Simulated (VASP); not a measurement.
A run of VASP 6.6.1 is set up as follows.

Contents of INCAR:

```
  PREC = Accurate
  ENCUT = 600
  EDIFF = 1E-6
  ISMEAR = 0
  SIGMA = 0.02
  LREAL = F
  LASPH = T
  NELM = 80
  ALGO = Normal
  ISIF = 3
  LWAVE = F
  LCHARG = F
  GGA = PE
  IBRION = 2
  NSW = 100
  EDIFFG = -0.01
```

The input KPOINTS:

```
Automatic mesh
0
Gamma
  6 4 6
```

The input POSCAR:

```
MgH2
1.0
    4.4790718700      0.0000000000      0.0000000000
    0.0000000000      5.3926223400      0.0000000000
    0.0000000000      0.0000000000      4.8955037800
Mg H
4 8
Direct
    0.5000000000      0.8315275700      0.7500000000
    0.0000000000      0.6684724300      0.2500000000
    0.5000000000      0.1684724300      0.2500000000
    0.0000000000      0.3315275700      0.7500000000
    0.7276925300      0.8910687200      0.4198123200
    0.2276925300      0.6089312800      0.5801876800
    0.7723074700      0.6089312800      0.9198123200
    0.2723074700      0.8910687200      0.0801876800
    0.7276925300      0.1089312800      0.9198123200
    0.2276925300      0.3910687200      0.0801876800
    0.7723074700      0.3910687200      0.4198123200
    0.2723074700      0.1089312800      0.5801876800
```

Potentials or basis: VASP PAW PBE potentials, release 64 (Mg, H).

Launch:

```console
$ cat potpaw_PBE.64/Mg/POTCAR potpaw_PBE.64/H/POTCAR > POTCAR
$ mpirun -np 1 vasp_std > vasp.out
```

Question: Estimate the relaxed cell.

Answer: a = 4.506 Å, b = 5.431 Å, c = 4.915 Å, α = 90.00°, β = 90.00°, γ = 90.00°.

Question: Predict the relaxed volume.

Answer: 10.02 Å³/atom.

Question: What does it give for the space group after relaxing (to 0.1 Å)?

Answer: Pbcn (No. 60).

Forces on the atoms (eV/Å):
```
Mg   0.000  0.001  0.000
Mg   0.000 -0.001  0.000
Mg   0.000 -0.001  0.000
Mg   0.000  0.001  0.000
H    0.004 -0.006 -0.002
H    0.004  0.006  0.002
H   -0.004  0.006 -0.002
H   -0.004 -0.006  0.002
H    0.004  0.006 -0.002
H    0.004 -0.006  0.002
H   -0.004 -0.006 -0.002
H   -0.004  0.006  0.002
```
